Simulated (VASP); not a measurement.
A run of VASP 6.6.1 is set up as follows.

The input POSCAR:

```
Ge
1.0
    2.4472630577      0.0000000000      0.0000000000
    0.0000000000      2.4472630577      0.0000000000
    0.0000000000      0.0000000000      2.4472630577
Ge
1
Direct
    0.0000000000      0.0000000000      0.0000000000
```

File INCAR.step1:

```
  PREC = Accurate
  ENCUT = 520
  ISMEAR = 1
  SIGMA = 0.05
  LREAL = F
  LASPH = T
  NELM = 60
  NBANDS = 13
  GGA = PE
  ALGO = Normal
  EDIFF = 1E-4
  LWAVE = T
  LCHARG = F
```

Contents of INCAR.step2:

```
  PREC = Accurate
  ENCUT = 520
  EDIFF = 1E-7
  ISMEAR = 1
  SIGMA = 0.05
  LREAL = F
  LASPH = T
  NELM = 60
  ALGO = Normal
  ISIF = 2
  LWAVE = F
  LCHARG = T
  METAGGA = R2SCAN
  LMIXTAU = T
  LELF = T
  LVHAR = T
  NBANDS = 13
  ISTART = 1
```

Contents of KPOINTS:

```
Automatic mesh
0
Gamma
  8 8 8
```

Potentials or basis: VASP PAW PBE potentials, release 64 (Ge_d).

Run with:

```bash
$ cat potpaw_PBE.64/Ge_d/POTCAR > POTCAR
$ cp INCAR.step1 INCAR
$ mpirun -np 1 vasp_std > vasp.out
$ cp INCAR.step2 INCAR
$ mpirun -np 1 vasp_std > vasp.out
```

Problem. Estimate the band gap on the k mesh.

Solution. Zero (band 7 reaches 18.26 eV, above the bottom of band 8 at 5.61 eV).

Problem. Predict the pressure.

Solution. 39.9 GPa.

Caveat: the PAW data sets were made with another functional, which shifts forces and pressure a little.
